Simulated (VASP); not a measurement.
# Hf (Im-3m) in VASP: notebook, part 3 of 3

VASP 6.6.1. The steps go on from the part before.

### 4 Single point, PBEsol (23.39 Å³/atom)

This run uses another cell than the first one, of 23.39 Å³/atom.

Contents of INCAR:

```
SYSTEM = Hf
PREC = Accurate
ENCUT = 520
EDIFF = 1E-6
ISMEAR = 0
SIGMA = 0.1
LREAL = .FALSE.
LASPH = .TRUE.
NELM = 60
ALGO = Normal
ISIF = 2
LWAVE = .FALSE.
LCHARG = .TRUE.
GGA = PS
LELF = .TRUE.
LVHAR = .TRUE.
NBANDS = 11
```

Contents of KPOINTS:

```
regular mesh
0
G
  16 16 16
  0 0 0
```

Contents of POSCAR:

```
Hf
1.0
   -1.8016670164      1.8016670164      1.8016670164
    1.8016670164     -1.8016670164      1.8016670164
    1.8016670164      1.8016670164     -1.8016670164
Hf
1
Direct
    0.0000000000      0.0000000000      0.0000000000
```

Potentials or basis: VASP PAW PBE potentials, release 64 (Hf_pv).

Started as:

```bash
cat potpaw_PBE.64/Hf_pv/POTCAR > POTCAR
mpirun -np 1 vasp_std > vasp.out
```

OUTCAR:

```text
SYSTEM = Hf
   PREC = Accurate
   ENCUT = 520
   EDIFF = 1E-6
   ISMEAR = 0
   LREAL = .FALSE.
   LASPH = .TRUE.
   NELM = 60
   ISIF = 2
   GGA = PS

 ion  position               nearest neighbor table
   1  0.000  0.000  0.000-

  LATTYP: Found a body centered cubic cell.
 ALAT       =     3.6033340328

  Lattice vectors:

 A1 = (  -1.8016670164,   1.8016670164,   1.8016670164)
 A2 = (   1.8016670164,  -1.8016670164,   1.8016670164)
 A3 = (   1.8016670164,   1.8016670164,  -1.8016670164)

Analysis of symmetry for initial positions (statically):
=====================================================================
 Subroutine PRICEL returns:
 Original cell was already a primitive cell.

 Routine SETGRP: Setting up the symmetry group for a
 body centered cubic supercell.

 Subroutine GETGRP returns: Found 48 space group operations
 (whereof 48 operations were pure point group operations)
 out of a pool of 48 trial point group operations.

The static configuration has the point symmetry O_h .

Analysis of symmetry for dynamics (positions and initial velocities):
[... 159 lines left out ...]
 val. band max:        4.1143851115   @ k =   0.1875   0.1250   0.0625
 cond. band min:       4.1295668115   @ k =  -0.2500   0.2500   0.2500
 fundamental gap:      0.0151817000
 Fermi energy:         4.1210785950

 k-point     1 :       0.0000    0.0000    0.0000
  band No.  band energies     occupation
      1     -25.8312      2.00000
      2     -25.8312      2.00000
      3     -25.8312      2.00000
      4      -2.7731      2.00000
      5       5.5967      0.00000
      6       5.5967      0.00000
      7       5.5967      0.00000
      8       8.2623      0.00000
      9       8.2623      0.00000
     10      17.2316      0.00000
     11      17.2316      0.00000
[... 309 lines left out ...]
 k-point    24 :       0.2500    0.1875    0.0000
  band No.  band energies     occupation
      1     -26.3868      2.00000
      2     -26.0611      2.00000
      3     -25.8913      2.00000
      4       0.9893      2.00000
      5       3.7149      2.00000
      6       4.1732      0.46071
      7       7.7041      0.00000
      8       8.9097      0.00000
      9      10.2611      0.00000
     10      14.5786      0.00000
     11      17.1979      0.00000

 [... further k-points ...]
[... 5 lines left out ...]
  --------------------------------------------------------------------------------------
  -------------------------------------------------------------------------------------
  Total       -1.3220071     -1.3220071     -1.3220071      0.0000000      0.0000000     -0.0000000
  in kB      -90.5442300    -90.5442300    -90.5442300      0.0000000      0.0000000     -0.0000000
  external PRESSURE =     -90.5442300 kB  Pullay stress =       0.0000000 kB

 VOLUME and BASIS-vectors are now :
 -----------------------------------------------------------------------------
  energy-cutoff  :      520.00
  volume of cell :       23.39
      direct lattice vectors                 reciprocal lattice vectors
    -1.801667016  1.801667016  1.801667016     0.000000000  0.277520760  0.277520760
     1.801667016 -1.801667016  1.801667016     0.277520760  0.000000000  0.277520760
     1.801667016  1.801667016 -1.801667016     0.277520760  0.277520760  0.000000000

 POSITION                                       TOTAL-FORCE (eV/Angst)
 -----------------------------------------------------------------------------------
      0.00000      0.00000      0.00000        -0.000000      0.000000     -0.000000
 -----------------------------------------------------------------------------------
    total drift:                                0.000000      0.000000      0.000000

  FREE ENERGIE OF THE ION-ELECTRON SYSTEM (eV)
  ---------------------------------------------------
  free  energy   TOTEN  =       -10.2742796335 eV

  energy  without entropy=      -10.2654259437  energy(sigma->0) =      -10.26985279
```

OSZICAR:

```text
N       E                     dE             d eps       ncg     rms          rms(c)
DAV:   1     0.118863941167E+02    0.11886E+02   -0.57375E+03  3198   0.835E+02
DAV:   2    -0.102119122575E+02   -0.22098E+02   -0.21378E+02  3879   0.152E+02
DAV:   3    -0.106838695280E+02   -0.47196E+00   -0.46506E+00  4021   0.151E+01
DAV:   4    -0.106861365534E+02   -0.22670E-02   -0.22605E-02  3600   0.122E+00
DAV:   5    -0.106861505115E+02   -0.13958E-04   -0.13957E-04  4009   0.841E-02    0.443E+01
DAV:   6    -0.103747325587E+02    0.31142E+00   -0.26720E-01  3526   0.365E+00    0.253E+01
DAV:   7    -0.102781904206E+02    0.96542E-01   -0.33584E-01  3649   0.396E+00    0.111E+00
DAV:   8    -0.102742665694E+02    0.39239E-02   -0.22553E-02  3535   0.105E+00    0.676E-02
DAV:   9    -0.102742761335E+02   -0.95641E-05   -0.28162E-04  4136   0.148E-01    0.482E-02
DAV:  10    -0.102742798985E+02   -0.37650E-05   -0.15285E-05  3794   0.296E-02    0.283E-02
DAV:  11    -0.102742796335E+02    0.26492E-06   -0.24568E-06  3763   0.116E-02
   1 F= -.10274280E+02 E0= -.10269853E+02  d E =-.885369E-02
```

stdout:

```text
POSCAR found type information on POSCAR Hf
 POSCAR found :  1 types and       1 ions
 scaLAPACK will be used
 -----------------------------------------------------------------------------
|                                                                             |
|                                                                             |
|     You enforced a specific xc type in the INCAR file but a different       |
|     I HOPE YOU KNOW WHAT YOU ARE DOING!                                     |
|                                                                             |
 -----------------------------------------------------------------------------

 LDA part: xc-table for (Slater+PW92), standard interpolation
 POSCAR, INCAR and KPOINTS ok, starting setup
 FFT: planning ... GRIDC
 FFT: planning ... GRID_SOFT
 FFT: planning ... GRID
 WAVECAR not read
 entering main loop
```

It took 18 s on 1 thread of Intel Xeon Platinum 8488C (Sapphire Rapids), shared host; peak memory 0.16 GiB.

What came out:

- Free energy: -10.2743 eV
- Pressure: -9.1 GPa
- Band gap on the k mesh: zero (bands 5 and 6 overlap by 2.19 eV)

Caveat: the cell stands under tension; the PAW data sets were made with another functional, which shifts forces and pressure a little; spin-orbit coupling is left out, which moves the levels of the heavy elements.

### 5 Single point, PBEsol (19.99 Å³/atom)

This run uses another cell than the first one, of 19.99 Å³/atom.

Contents of INCAR:

```
SYSTEM = Hf
PREC     = Accurate       ! precision mode
ENCUT    = 520            ! plane-wave cutoff, eV
EDIFF    = 1E-7           ! SCF threshold, eV
ISMEAR   = 0              ! smearing method
SIGMA    = 0.1            ! smearing width, eV
LREAL    = .False.        ! projectors in reciprocal space
LASPH    = .True.         ! aspherical terms in the spheres
NELM     = 100            ! most SCF steps
ALGO     = Fast           ! electronic algorithm
ISIF     = 2              ! what is computed and relaxed
LWAVE    = .False.        ! write WAVECAR
LCHARG   = .True.         ! write CHGCAR
GGA      = PS             ! functional
LELF     = .True.         ! ELF
LVHAR    = .True.       
NBANDS   = 11             ! bands
```

Contents of KPOINTS:

```
regular mesh
0
Gamma
  16 16 16
  0 0 0
```

Contents of POSCAR:

```
Hf
1.0
   -1.7096987100      1.7096987100      1.7096987100
    1.7096987100     -1.7096987100      1.7096987100
    1.7096987100      1.7096987100     -1.7096987100
Hf
1
Direct
    0.0000000000      0.0000000000      0.0000000000
```

Started as:

```bash
cat potpaw_PBE.64/Hf_pv/POTCAR > POTCAR
mpirun -np 1 vasp_std > vasp.out
```

Run time: 30 s. Hardware: 1 thread of Intel Xeon 8259CL, shared host; peak memory 0.16 GiB.

It converged, with:

```
Free energy            : -10.3138 eV
Pressure               : 7.1 GPa
Band gap on the k mesh : zero (bands 5 and 6 overlap by 2.46 eV)
```

Levels at points of the mesh, in eV from the Fermi level:
| k point | band 3 | band 4 | band 5 | band 6 | band 7 | band 8 |
| --- | --- | --- | --- | --- | --- | --- |
| (0.00, 0.00, 0.00) | -29.34 | -7.39 | 1.59 | 1.59 | 1.59 | 4.73 |
| (0.50, 0.00, 0.00) | -29.35 | -3.74 | -0.72 | 1.59 | 4.62 | 5.75 |
| (0.50, 0.50, 0.50) | -30.16 | -3.09 | -3.09 | 7.68 | 7.68 | 7.68 |

Caveat: the cell stands under pressure; the PAW data sets were made with another functional, which shifts forces and pressure a little; spin-orbit coupling is left out, which moves the levels of the heavy elements.

### 6 Single point, PBEsol (22.54 Å³/atom)

Contents of INCAR:

```
SYSTEM = Hf
  PREC = Accurate
  ENCUT = 520
  EDIFF = 1E-6
  ISMEAR = 0
  SIGMA = 0.1
  LREAL = .False.
  LASPH = .True.
  NELM = 100
  ALGO = Normal
  ISIF = 2
  LWAVE = .False.
  LCHARG = .True.
  GGA = PS
  LELF = .True.
  LVHAR = .True.
  NBANDS = 11
```

KPOINTS is that of step 5.

Contents of POSCAR:

```
Hf
1.0
   -1.7795584397      1.7795584397      1.7795584397
    1.7795584397     -1.7795584397      1.7795584397
    1.7795584397      1.7795584397     -1.7795584397
Hf
1
Direct
    0.0000000000      0.0000000000      0.0000000000
```

Potentials or basis: VASP PAW PBE potentials, release 64 (Hf_pv).

Started as:

```bash
cat potpaw_PBE.64/Hf_pv/POTCAR > POTCAR
mpirun -np 1 vasp_std > vasp.out
```

It took 31 s on 1 thread of Intel Xeon 8259CL, shared host; peak memory 0.16 GiB.

It converged, with:

```yaml
Free_energy: -10.3144 eV
Pressure: -6.0 GPa
Band_gap_on_the_k_mesh: zero (bands 5 and 6 overlap by 2.25 eV)
```

Levels at points of the mesh, in eV from the Fermi level:
```
           k point  band 3  band 4  band 5  band 6  band 7  band 8
(0.00, 0.00, 0.00)  -29.81   -7.02    1.51    1.51    1.51    4.28
(0.50, 0.00, 0.00)  -29.81   -3.35   -0.49    1.07    4.09    5.09
(0.50, 0.50, 0.50)  -30.37   -2.53   -2.53    6.73    6.73    6.73
```

Caveat: the cell stands under tension; the PAW data sets were made with another functional, which shifts forces and pressure a little; spin-orbit coupling is left out, which moves the levels of the heavy elements.

### 7 The runs side by side

| cell | gap on the mesh (eV) | pressure (GPa) |
| --- | --- | --- |
| a = 3.082 Å, angles 109.5°, 1 atom | none | -6.0 |
| a = 3.126 Å, angles 109.5°, 1 atom | none | -9.5 |
| a = 3.121 Å, angles 109.5°, 1 atom | none | -9.1 |
| a = 2.961 Å, angles 109.5°, 1 atom | none | 7.1 |

Alike in all rows: task single point; level PBEsol; potentials or basis VASP PAW PBE potentials, release 64 (Hf_pv); no spin polarisation; k mesh 16 × 16 × 16; cutoff (eV) 520; smearing gaussian 0.1 eV.

Caveats: the PAW data sets were made with another functional, which shifts forces and pressure a little; spin-orbit coupling is left out, which moves the levels of the heavy elements; the cell stands under tension (at least some runs); the cell stands under pressure (at least some runs).

Absolute energies hang on the potentials; compare differences alone.
